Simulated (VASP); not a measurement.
The system is ZnS.

```
Zn S
1.0
     2.61758    0.00000    0.00000
    -1.30879    2.26689    0.00000
     0.00000    0.00000    5.67112
Zn S
1 1
Direct
  0.00000 0.00000 0.50000
  0.00000 0.00000 0.00000
```

```yaml
Program: VASP 6.6.1
Task: relaxation of cell and atoms
Functional: PBE
Potentials_or_basis: VASP PAW PBE potentials, release 64 (Zn, S)
Cutoff: 600 eV
k_mesh: 24 × 24 × 10
Occupations: gaussian, width 0.1 eV
Spin: no spin polarisation
```

At the start: pressure 0.6 GPa; volume 16.83 Å³/atom.

Q: Where does the relaxation end?

A: Over 8 steps the energy falls by 7.0 meV/atom and the volume is 16.73 Å³/atom (-0.6 %); space group P6/mmm (No. 191, to 0.05 Å).

The path:
| step | energy change (eV) | largest force (eV/Å) | pressure (GPa) | volume (Å³) |
| --- | --- | --- | --- | --- |
| 1 | 0.0000 | 0.0000 | 0.63 | 33.65 |
| 2 | -0.0110 | 0.0000 | -0.65 | 33.97 |
| 3 | -0.0117 | 0.0000 | -0.97 | 34.06 |
| 4 | -0.0139 | 0.0000 | -0.24 | 33.59 |
| 5 | -0.0140 | 0.0000 | -0.17 | 33.54 |
| 6 | -0.0140 | 0.0000 | -0.05 | 33.43 |
| 7 | -0.0140 | 0.0000 | -0.13 | 33.50 |
| 8 | -0.0141 | 0.0000 | 0.06 | 33.45 |

Final structure:
```xyz
2
Lattice="2.6466 0.0000 0.0000 -1.3233 2.2921 0.0000 0.0000 0.0000 5.5143" Properties=species:S:1:pos:R:3 pbc="T T T"
Zn    0.0000    0.0000    2.7571
S     0.0000    0.0000    0.0000
```
